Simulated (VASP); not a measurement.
# Al in VASP: further runs, part 2 of 2

VASP 6.6.1. Earlier steps stand in the parts before.

## 5. Single point, r2SCAN (strain -0.015 along x and y, -0.030 along z)

POSCAR

```
Al
1.0
   -1.5673504096      1.5673504096      1.5434821293
    1.5673504096     -1.5673504096      1.5434821293
    1.5673504096      1.5673504096     -1.5434821293
Al
1
Direct
    0.0000000000      0.0000000000      0.0000000000
```

INCAR.step1

```
ALGO = Normal
EDIFF = 1E-4
ENCUT = 520
GGA = PE
ISMEAR = 0
LASPH = True
LCHARG = False
LREAL = False
LWAVE = True
NBANDS = 8
NELM = 100
PREC = Accurate
SIGMA = 0.15
```

INCAR.step2

```
ALGO = Normal
EDIFF = 1E-6
ENCUT = 520
ISIF = 2
ISMEAR = 0
ISTART = 1
LASPH = True
LCHARG = False
LMIXTAU = True
LREAL = False
LWAVE = False
METAGGA = R2SCAN
NBANDS = 8
NELM = 100
PREC = Accurate
SIGMA = 0.15
```

KPOINTS

```
k-points
0
Gamma
  20 20 20
```

Potentials or basis: VASP PAW PBE potentials, release 64 (Al).

Command:

```
cat potpaw_PBE.64/Al/POTCAR > POTCAR
cp INCAR.step1 INCAR
mpirun -np 1 vasp_std > vasp.out
cp INCAR.step2 INCAR
mpirun -np 1 vasp_std > vasp.out
```

OUTCAR:

```text
EDIFF = 1E-6
   ENCUT = 520
   ISIF = 2
   ISMEAR = 0
   ISTART = 1
   LASPH = True
   LREAL = False
   METAGGA = R2SCAN
   NELM = 100
   PREC = Accurate

 ion  position               nearest neighbor table
   1  0.000  0.000  0.000-

  LATTYP: Found a body centered tetragonal cell.
 ALAT       =     3.1347008192
 C/A-ratio  =     0.9847715736

  Lattice vectors:

 A1 = (  -1.5673504096,   1.5673504096,   1.5434821293)
 A2 = (   1.5673504096,  -1.5673504096,   1.5434821293)
 A3 = (   1.5673504096,   1.5673504096,  -1.5434821293)

Analysis of symmetry for initial positions (statically):
=====================================================================
 Subroutine PRICEL returns:
 Original cell was already a primitive cell.

 Routine SETGRP: Setting up the symmetry group for a
 body centered tetragonal supercell.

 Subroutine GETGRP returns: Found 16 space group operations
 (whereof 16 operations were pure point group operations)
 out of a pool of 16 trial point group operations.

The static configuration has the point symmetry D_4h.

Analysis of symmetry for dynamics (positions and initial velocities):
=====================================================================
 Subroutine PRICEL returns:
 Original cell was already a primitive cell.

 Routine SETGRP: Setting up the symmetry group for a
 body centered tetragonal supercell.

 Subroutine GETGRP returns: Found 16 space group operations
 (whereof 16 operations were pure point group operations)
 out of a pool of 16 trial point group operations.

The dynamic configuration has the point symmetry D_4h.

 Subroutine INISYM returns: Found 16 space group operations
 (whereof 16 operations are pure point group operations),
 and found     1 'primitive' translations

----------------------------------------------------------------------------------------

                                     Primitive cell

[... 103 lines left out ...]
   ISMEAR =     0;   SIGMA  =   0.15  broadening in eV -4-tet -1-fermi 0-gaus
   EFERMI_NEDOS =   21; number of points for ismear=-14 and -15
   IALGO  =     38    algorithm
   IMIX   =      4    mixing-type and parameters
     AMIX     =   0.40;   BMIX     =  1.00
     AMIX_MAG =   1.60;   BMIX_MAG =  1.00
  volume/ion in A,a.u.               =      15.17       102.35
  Fermi-wavevector in a.u.,A,eV,Ry     =   0.953859  1.802531 12.379208  0.909846
  Thomas-Fermi vector in A             =   2.082552
   LORBIT       =      0    0 simple, 1 ext, 2 COOP (PROOUT), +10 PAW based schemes
   METAGGA = R2SCAN    functional components
   LHFCALC =     F    Hartree Fock is set to
   AEXX    =    0.0000 exact exchange contribution
   IVDW    =     0    specifies the selected vdW correction
   LEPSILON=     F    determine dielectric tensor
   LRPA    =     F    only Hartree local field effects (RPA)
 non-spin polarized calculation
 Gauss-broadening in eV      SIGMA  =   0.15
  energy-cutoff  :      520.00
  volume of cell :       15.17
 maximum number of plane-waves:       420
   NGX =  9   NGY =  9   NGZ =  9

 number of electron       3.0000000 magnetization

 Free energy of the ion-electron system (eV)
  ---------------------------------------------------
  ext. energy  EPLUGINS =         0.00000000
  ---------------------------------------------------
  free energy    TOTEN  =        -6.60930782 eV

  energy without entropy =       -6.60414562  energy(sigma->0) =       -6.60672672

 E-fermi :   8.9444     XC(G=0): -11.2344

 val. band max:        8.9312290460   @ k =  -0.3500   0.5000   0.2000
 cond. band min:       8.9557614431   @ k =  -0.3000  -0.3000   0.1000
 fundamental gap:      0.0245323970
 Fermi energy:         8.9444189610

 k-point     1 :       0.0000    0.0000    0.0000
  band No.  band energies     occupation
      1      -3.5288      2.00000
      2      23.2411      0.00000
      3      23.6501      0.00000
      4      23.6501      0.00000
      5      26.1380      0.00000
      6      26.1380      0.00000
      7      26.3561      0.00000
      8      26.6338      0.00000
[... 243 lines left out ...]
 k-point    24 :      -0.3500    0.0500   -0.0000
  band No.  band energies     occupation
      1      -0.0912      2.00000
      2      10.7424      0.00000
      3      17.4693      0.00000
      4      19.1965      0.00000
      5      21.3754      0.00000
      6      23.5051      0.00000
      7      29.1671      0.00000
      8      31.1024      0.00000

 [... further k-points ...]
[... 5 lines left out ...]
  --------------------------------------------------------------------------------------
  -------------------------------------------------------------------------------------
  Total        0.5995054      0.5995054      0.4861265      0.0000000     -0.0000000      0.0000000
  in kB       63.3300523     63.3300523     51.3530256      0.0000000     -0.0000000      0.0000000
  external PRESSURE =      59.3377100 kB  Pullay stress =       0.0000000 kB

 VOLUME and BASIS-vectors are now :
 -----------------------------------------------------------------------------
  energy-cutoff  :      520.00
  volume of cell :       15.17
      direct lattice vectors                 reciprocal lattice vectors
    -1.567350410  1.567350410  1.543482129     0.000000000  0.319009710  0.323942850
     1.567350410 -1.567350410  1.543482129     0.319009710  0.000000000  0.323942850
     1.567350410  1.567350410 -1.543482129     0.319009710  0.319009710  0.000000000

 POSITION                                       TOTAL-FORCE (eV/Angst)
 -----------------------------------------------------------------------------------
      0.00000      0.00000      0.00000         0.000000      0.000000     -0.000000
 -----------------------------------------------------------------------------------
    total drift:                                0.000000     -0.000000     -0.000000

  FREE ENERGIE OF THE ION-ELECTRON SYSTEM (eV)
  ---------------------------------------------------
  free  energy   TOTEN  =        -6.6093078173 eV

  energy  without entropy=       -6.6041456219  energy(sigma->0) =       -6.60672672
```

OUTCAR.step1:

```text
EDIFF = 1E-4
   ENCUT = 520
   GGA = PE
   ISMEAR = 0
   LASPH = True
   LREAL = False
[... 479 lines left out ...]

 POSITION                                       TOTAL-FORCE (eV/Angst)
 -----------------------------------------------------------------------------------
      0.00000      0.00000      0.00000         0.000000      0.000000     -0.000000
 -----------------------------------------------------------------------------------
    total drift:                                0.000000      0.000000     -0.000000

  FREE ENERGIE OF THE ION-ELECTRON SYSTEM (eV)
  ---------------------------------------------------
  free  energy   TOTEN  =        -3.6046045114 eV

  energy  without entropy=       -3.5993868384  energy(sigma->0) =       -3.60199567
```

Run time: 1.8 min. Hardware: 1 thread of Intel Xeon Platinum 8488C (Sapphire Rapids), shared host; peak memory 0.17 GiB.

What came out:

* Free energy: -6.6093 eV
* Pressure: 5.9 GPa

Caveat: the cell differs from its parent crystal (strain -0.015 along x and y, -0.030 along z); the PAW data sets were made with another functional, which shifts forces and pressure a little.

## 6. Overview

| cell | gap on the mesh (eV) | pressure (GPa) |
| --- | --- | --- |
| a = 2.673 Å, angles 109.5°, 1 atom | none | 9.4 |
| a = 2.715 Å, angles 109.5°, 1 atom | none | 4.3 |
| a = 2.797 Å, angles 109.5°, 1 atom | none | -3.2 |
| a = 2.701 Å, angles 109.1, 109.1, 110.3°, 1 atom | none | 5.9 |

Alike in all rows: task single point; level r2SCAN; potentials or basis VASP PAW PBE potentials, release 64 (Al); no spin polarisation; k mesh 20 × 20 × 20; cutoff (eV) 520; smearing gaussian 0.15 eV.

Caveats: the PAW data sets were made with another functional, which shifts forces and pressure a little.

Total energies depend on the potentials used, so only differences within one code and one set of settings carry meaning.
